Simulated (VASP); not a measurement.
# Zr in VASP: further runs

Runs on Zr. Level: PBE. Tasks: relaxation of cell and atoms, single point.

All numbers are computed with VASP 6.6.1; they aren't measurements. Logs are shortened: lines on timing, memory, paths and dates and some standing lists are left out, and cuts for length are marked.

### 1 The cell of the first run

The structure is cubic, space group Pm-3m (No. 221). Conventional cell: a = 4.292 Å, b = 4.292 Å, c = 4.292 Å, α = 90.00°, β = 90.00°, γ = 90.00°. Zr (site symmetry 4/mmm) has 8 Zr at 3.04 Å within 4.0 Å.

The cell was built from a structure type or drawn by symmetry, and may not be a known phase.

### 2 Relaxation of cell and atoms, PBE

INCAR reads:

```
ALGO     = Fast           # electronic algorithm
EDIFF    = 1E-6           # SCF threshold, eV
EDIFFG   = -0.01          # ionic threshold
ENCUT    = 600            # plane-wave cutoff, eV
GGA      = PE             # functional
IBRION   = 2              # ionic algorithm
ISIF     = 3              # what is computed and relaxed
ISMEAR   = 0              # smearing method
LASPH    = True           # aspherical terms in the spheres
LCHARG   = False          # write CHGCAR
LREAL    = False          # projectors in reciprocal space
LWAVE    = False          # write WAVECAR
NELM     = 60             # most SCF steps
NSW      = 100            # ionic steps
PREC     = Accurate       # precision mode
SIGMA    = 0.1            # smearing width, eV
```

KPOINTS reads:

```
k-points
0
Gamma
  12 12 12
```

POSCAR reads:

```
Zr
1.0
    4.2922865636      0.0000000000      0.0000000000
    0.0000000000      4.2922865636      0.0000000000
    0.0000000000      0.0000000000      4.2922865636
Zr
3
Direct
    0.5000000000      0.0000000000      0.0000000000
    0.0000000000      0.5000000000      0.0000000000
    0.0000000000      0.0000000000      0.5000000000
```

Potentials or basis: VASP PAW PBE potentials, release 64 (Zr_sv).

Launch:

```bash
cat potpaw_PBE.64/Zr_sv/POTCAR > POTCAR
mpirun -np 1 vasp_std > vasp.out
```

OUTCAR:

```text
EDIFF = 1E-6
   EDIFFG = -0.01
   ENCUT = 600
   GGA = PE
   IBRION = 2
   ISIF = 3
   ISMEAR = 0
   LASPH = True
   LREAL = False
   NELM = 60
   NSW = 100
   PREC = Accurate

 ion  position               nearest neighbor table
   1  0.500  0.000  0.000-   2 3.04   3 3.04   3 3.04   2 3.04   2 3.04   3 3.04   3 3.04   2 3.04

   2  0.000  0.500  0.000-   1 3.04   3 3.04   3 3.04   1 3.04   3 3.04   3 3.04   1 3.04   1 3.04

   3  0.000  0.000  0.500-   1 3.04   2 3.04   1 3.04   2 3.04   2 3.04   2 3.04   1 3.04   1 3.04

  LATTYP: Found a simple cubic cell.
 ALAT       =     4.2922865636

  Lattice vectors:

 A1 = (   4.2922865636,   0.0000000000,   0.0000000000)
 A2 = (   0.0000000000,   4.2922865636,   0.0000000000)
 A3 = (   0.0000000000,   0.0000000000,   4.2922865636)

Analysis of symmetry for initial positions (statically):
=====================================================================
 Subroutine PRICEL returns:
 Original cell was already a primitive cell.

 Routine SETGRP: Setting up the symmetry group for a
 simple cubic supercell.

 Subroutine GETGRP returns: Found 48 space group operations
 (whereof 48 operations were pure point group operations)
 out of a pool of 48 trial point group operations.

The static configuration has the point symmetry O_h .

Analysis of symmetry for dynamics (positions and initial velocities):
=====================================================================
 Subroutine PRICEL returns:
 Original cell was already a primitive cell.

 Routine SETGRP: Setting up the symmetry group for a
 simple cubic supercell.

 Subroutine GETGRP returns: Found 48 space group operations
 (whereof 48 operations were pure point group operations)
 out of a pool of 48 trial point group operations.

The dynamic configuration has the point symmetry O_h .

 Subroutine INISYM returns: Found 48 space group operations
 (whereof 48 operations are pure point group operations),
 and found     1 'primitive' translations

----------------------------------------------------------------------------------------

                                     Primitive cell

  volume of cell :      79.0799

  direct lattice vectors                    reciprocal lattice vectors
     4.292286564  0.000000000  0.000000000     0.232976057  0.000000000  0.000000000
     0.000000000  4.292286564  0.000000000     0.000000000  0.232976057  0.000000000
     0.000000000  0.000000000  4.292286564     0.000000000  0.000000000  0.232976057

  length of vectors
[... 95 lines left out ...]
   NELECT =      36.0000    total number of electrons
   NUPDOWN=      -1.0000    fix difference up-down
   EMIN   =  10.00;   EMAX   =-10.00  energy-range for DOS
   EFERMI =   0.00;   METHOD = LEGACY
   ISMEAR =     0;   SIGMA  =   0.10  broadening in eV -4-tet -1-fermi 0-gaus
   EFERMI_NEDOS =   21; number of points for ismear=-14 and -15
   IALGO  =     68    algorithm
   IMIX   =      4    mixing-type and parameters
     AMIX     =   0.40;   BMIX     =  1.00
     AMIX_MAG =   1.60;   BMIX_MAG =  1.00
  volume/ion in A,a.u.               =      26.36       177.89
  Fermi-wavevector in a.u.,A,eV,Ry     =   1.259371  2.379866 21.579042  1.586015
  Thomas-Fermi vector in A             =   2.392934
   LORBIT       =      0    0 simple, 1 ext, 2 COOP (PROOUT), +10 PAW based schemes
   GGA     = PE    functional components
   LHFCALC =     F    Hartree Fock is set to
   AEXX    =    0.0000 exact exchange contribution
   IVDW    =     0    specifies the selected vdW correction
   LEPSILON=     F    determine dielectric tensor
   LRPA    =     F    only Hartree local field effects (RPA)
 conjugate gradient relaxation of ions
 non-spin polarized calculation
 RMM-DIIS sequential band-by-band and
 Gauss-broadening in eV      SIGMA  =   0.10
  energy-cutoff  :      600.00
  volume of cell :       79.08
 maximum number of plane-waves:      2666
 NGX is ok and might be reduce to    36

--------------------------------------- Ionic step        1  -------------------------------------------

 number of electron      36.0000000 magnetization

 Free energy of the ion-electron system (eV)
  ---------------------------------------------------
  ext. energy  EPLUGINS =         0.00000000
  ---------------------------------------------------
  free energy    TOTEN  =       -23.28343466 eV

  energy without entropy =      -23.26111805  energy(sigma->0) =      -23.27227636

------------------------ aborting loop because EDIFF is reached ----------------------------------------

  FORCE on cell =-STRESS in cart. coord.  units (eV):
  Direction    XX          YY          ZZ          XY          YZ          ZX
  --------------------------------------------------------------------------------------
  -------------------------------------------------------------------------------------
  Total        0.1651710      0.1651710      0.1651710     -0.0000000     -0.0000000      0.0000000
  in kB        3.3464035      3.3464035      3.3464035     -0.0000000     -0.0000000      0.0000000
  external PRESSURE =       3.3464035 kB  Pullay stress =       0.0000000 kB
[... 61 lines left out ...]
--------------------------------------- Ionic step        3  -------------------------------------------

 number of electron      36.0000000 magnetization

 Free energy of the ion-electron system (eV)
  ---------------------------------------------------
  ext. energy  EPLUGINS =         0.00000000
  ---------------------------------------------------
  free energy    TOTEN  =       -23.28384346 eV

  energy without entropy =      -23.26143967  energy(sigma->0) =      -23.27264156

 E-fermi :   7.2092     XC(G=0): -10.3297

 val. band max:        7.2036187885   @ k =   0.5000   0.5000   0.0000
 cond. band min:       7.2173657555   @ k =   0.5000   0.0833   0.0833
 fundamental gap:      0.0137469670
 Fermi energy:         7.2092106892

 k-point     1 :       0.0000    0.0000    0.0000
  band No.  band energies     occupation
      1     -41.4228      2.00000
      2     -41.1652      2.00000
      3     -41.1652      2.00000
      4     -19.8551      2.00000
      5     -19.8551      2.00000
      6     -19.8551      2.00000
[... 589 lines left out ...]
     21       7.8359      0.00000
     22       8.9062      0.00000

 [... further k-points ...]

------------------------ aborting loop because EDIFF is reached ----------------------------------------

  FORCE on cell =-STRESS in cart. coord.  units (eV):
  Direction    XX          YY          ZZ          XY          YZ          ZX
  --------------------------------------------------------------------------------------
  -------------------------------------------------------------------------------------
  Total        0.0153204      0.0153204      0.0153204     -0.0000000      0.0000000     -0.0000000
  in kB        0.3088178      0.3088178      0.3088178     -0.0000000      0.0000000     -0.0000000
  external PRESSURE =       0.3088178 kB  Pullay stress =       0.0000000 kB
[... 18 lines left out ...]
  FREE ENERGIE OF THE ION-ELECTRON SYSTEM (eV)
  ---------------------------------------------------
  free  energy   TOTEN  =       -23.2838434559 eV

  energy  without entropy=      -23.2614396709  energy(sigma->0) =      -23.27264156

 reached required accuracy - stopping structural energy minimisation
```

OSZICAR:

```text
N       E                     dE             d eps       ncg     rms          rms(c)
DAV:   1     0.407929302572E+03    0.40793E+03   -0.21012E+04  3696   0.178E+03
DAV:   2     0.772675317290E+01   -0.40020E+03   -0.39523E+03  4348   0.487E+02
DAV:   3    -0.223160130428E+02   -0.30043E+02   -0.29199E+02  7144   0.968E+01
[... 36 lines left out ...]
RMM:   5    -0.232838277042E+02   -0.28506E-04   -0.34912E-04  4781   0.106E-01    0.254E-02
RMM:   6    -0.232838371628E+02   -0.94586E-05   -0.93020E-05  5460   0.483E-02    0.331E-02
RMM:   7    -0.232838410418E+02   -0.38790E-05   -0.21924E-05  4808   0.239E-02    0.242E-02
RMM:   8    -0.232838429427E+02   -0.19009E-05   -0.12112E-05  4602   0.241E-02    0.104E-02
RMM:   9    -0.232838434559E+02   -0.51322E-06   -0.52625E-06  3501   0.125E-02
   3 F= -.23283843E+02 E0= -.23272642E+02  d E =-.408797E-03
```

CONTCAR:

```text
Zr
   1.00000000000000
     4.2995837286028848   -0.0000000000000000    0.0000000000000000
    -0.0000000000000000    4.2995837286028848   -0.0000000000000000
     0.0000000000000000   -0.0000000000000000    4.2995837286028848
  Zr
     3
Direct
     0.5000000000000000    0.0000000000000000    0.0000000000000000
     0.0000000000000000    0.5000000000000000    0.0000000000000000
     0.0000000000000000    0.0000000000000000    0.5000000000000000

  0.00000000E+00  0.00000000E+00  0.00000000E+00
  0.00000000E+00  0.00000000E+00  0.00000000E+00
  0.00000000E+00  0.00000000E+00  0.00000000E+00
```

Run time: 12 min. Hardware: 1 thread of Intel Xeon 8259CL, shared host; peak memory 0.31 GiB.

What came out:

| Quantity | Value |
| --- | --- |
| Free energy | -23.2838 eV |
| Relaxed volume | 26.49 Å³/atom |
| Relaxed cell | a = 4.300 Å, b = 4.300 Å, c = 4.300 Å, α = 90.00°, β = 90.00°, γ = 90.00° |
| Space group after relaxing (to 0.1 Å) | Pm-3m (No. 221) |
| Energy gained by relaxing | 0.1 meV/atom |
| Ionic steps | 3 |
| Pressure after relaxing | 0.0 GPa |
| Band gap on the k mesh | zero (bands 18 and 19 overlap by 2.40 eV) |

Step by step:
| step | energy change (eV) | largest force (eV/Å) | pressure (GPa) | volume (Å³) |
| --- | --- | --- | --- | --- |
| 1 | 0.0000 | 0.0000 | 0.33 | 79.08 |
| 2 | -0.0003 | 0.0000 | -0.30 | 79.71 |
| 3 | -0.0004 | 0.0000 | 0.03 | 79.48 |

Final structure:
```xyz
3
Lattice="4.2996 0.0000 0.0000 0.0000 4.2996 0.0000 0.0000 0.0000 4.2996" Properties=species:S:1:pos:R:3 pbc="T T T"
Zr    2.1498    0.0000    0.0000
Zr    0.0000    2.1498    0.0000
Zr    0.0000    0.0000    2.1498
```

### 3 Single point, PBE

This run uses another cell than the first one: it holds 6 atoms, not 3.

INCAR reads:

```
PREC = Accurate
ENCUT = 520
EDIFF = 1E-7
ISMEAR = 0
SIGMA = 0.2
LREAL = False
LASPH = True
NELM = 80
ALGO = Fast
ISIF = 2
LWAVE = False
LCHARG = False
GGA = PE
NBANDS = 45
```

KPOINTS reads:

```
regular mesh
0
Gamma
  6 6 4
```

POSCAR reads:

```
Zr
1.0
    0.0024114848      4.3593698567      0.0013833555
   -0.0043762028      0.0014433277      4.3121038224
    8.4558224783      0.0083185271     -0.0107229314
Zr
6
Direct
    0.9999967255      1.0000043713      0.2499856009
    1.0000102402      0.9999605638      0.7500054421
    0.5001572405      0.0002145622      0.5000767826
    0.4998496328     -0.0002082722     -0.0000868915
    0.0001102583      0.5001684761      0.4998863953
   -0.0001240974      0.4998602988      0.0001326706
```

Potentials or basis: VASP PAW PBE potentials, release 64 (Zr_sv).

Launch:

```bash
cat potpaw_PBE.64/Zr_sv/POTCAR > POTCAR
mpirun -np 1 vasp_std > vasp.out
```

It took 30 min on 1 thread of Intel Xeon 8259CL, shared host; peak memory 0.5 GiB.

It converged, with:

| Item | Value |
| --- | --- |
| Free energy | -46.6441 eV |
| Pressure | 0.0 GPa |
| Largest force | 0.004 eV/Å |
| Band gap on the k mesh | zero (bands 36 and 37 overlap by 1.40 eV) |

Forces in eV/Å, atoms in the order of the input:
```
Zr   0.001  0.000  0.000
Zr   0.000  0.000  0.001
Zr  -0.001 -0.004  0.000
Zr   0.001  0.003  0.001
Zr   0.002  0.001 -0.002
Zr  -0.003 -0.001  0.000
```

Stress tensor (GPa, compression positive):
```
-0.10 -0.03  0.05
-0.03  0.00 -0.01
 0.05 -0.01  0.11
```

Levels at points of the mesh, in eV from the Fermi level:
| k point | band 34 | band 35 | band 36 | band 37 | band 38 | band 39 |
| --- | --- | --- | --- | --- | --- | --- |
| (0.00, 0.00, 0.00) | -1.46 | -1.05 | -0.15 | -0.07 | 0.29 | 0.91 |
| (0.50, 0.00, 0.00) | -0.17 | -0.16 | -0.02 | 0.00 | 0.02 | 0.23 |
| (0.00, 0.50, 0.00) | -0.23 | -0.22 | 0.02 | 0.02 | 0.04 | 0.25 |
| (0.50, 0.50, 0.00) | -0.03 | -0.03 | -0.02 | 0.72 | 0.91 | 1.02 |
| (0.00, 0.00, 0.50) | -1.03 | -1.00 | -1.00 | -0.86 | -0.85 | 2.05 |
| (0.50, 0.00, 0.50) | -0.54 | -0.16 | -0.16 | 0.08 | 0.08 | 0.27 |
| (0.00, 0.50, 0.50) | -0.51 | -0.22 | -0.21 | 0.10 | 0.10 | 0.29 |
| (0.50, 0.50, 0.50) | 0.48 | 0.50 | 0.50 | 0.69 | 0.69 | 1.24 |
